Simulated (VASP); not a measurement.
A run of VASP 6.6.1 is set up as follows.

POSCAR

```
Sn
1.0
    0.0000000000      2.8933851735      2.8933851735
    2.8933851735      0.0000000000      2.8933851735
    2.8933851735      2.8933851735      0.0000000000
Sn
2
Direct
    0.0000000000      0.0000000000      0.0000000000
    0.2500000000      0.2500000000      0.2500000000
```

INCAR.step1

```
ALGO = Normal
EDIFF = 1E-4
ENCUT = 520
GGA = PE
ISMEAR = 0
LASPH = T
LCHARG = F
LREAL = F
LWAVE = T
NBANDS = 21
NELM = 80
PREC = Accurate
SIGMA = 0.1
```

Contents of INCAR.step2:

```
ALGO = Normal
EDIFF = 1E-7
ENCUT = 520
ISIF = 2
ISMEAR = 0
ISTART = 1
LASPH = T
LCHARG = F
LMIXTAU = T
LREAL = F
LWAVE = F
METAGGA = R2SCAN
NBANDS = 21
NELM = 80
PREC = Accurate
SIGMA = 0.1
```

KPOINTS

```
k-points
0
Gamma
  12 12 12
```

Potentials or basis: VASP PAW PBE potentials, release 64 (Sn_d).

Run with:

```console
$ cat potpaw_PBE.64/Sn_d/POTCAR > POTCAR
$ cp INCAR.step1 INCAR
$ mpirun -np 1 vasp_std > vasp.out
$ cp INCAR.step2 INCAR
$ mpirun -np 1 vasp_std > vasp.out
```

Q: Predict the pressure.

A: 40.2 GPa.

Caveat: the cell stands under pressure; the PAW data sets were made with another functional, which shifts forces and pressure a little.
